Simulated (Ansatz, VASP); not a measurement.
## Sb in VASP and in Ansatz

```xyz
1
Lattice="0.0000 2.3050 2.3511 2.3050 0.0000 2.3511 2.3050 2.3050 0.0000" Properties=species:S:1:pos:R:3 pbc="T T T"
Sb    0.0000    0.0000    0.0000
```

Change from the starting cell: zz strain of +2 %.

Alike in both runs: task single point; functional PBE; k mesh 12 × 12 × 12; occupations fermi-dirac, width 0.05 eV; no spin polarisation.

```csv
,VASP,Ansatz
version,VASP 6.6.1,Ansatz 0.2.0
potentials or method,"VASP PAW PBE potentials, release 64 (Sb), cutoff 520 eV","all-electron LAPW, scalar-relativistic"
```

Ansatz gave:

| Property | Result |
| --- | --- |
| pressure (GPa) | 7.0 |
| traceless stress, the component that is largest in VASP (GPa) | 0.49 |

Q: Which values does VASP return?

A: Pressure (GPa): 6.9; traceless stress, the component that is largest in VASP (GPa): 0.48.

Ansatz ran all-electron here, and VASP with PAW potentials.

Neither program's run includes spin-orbit coupling.
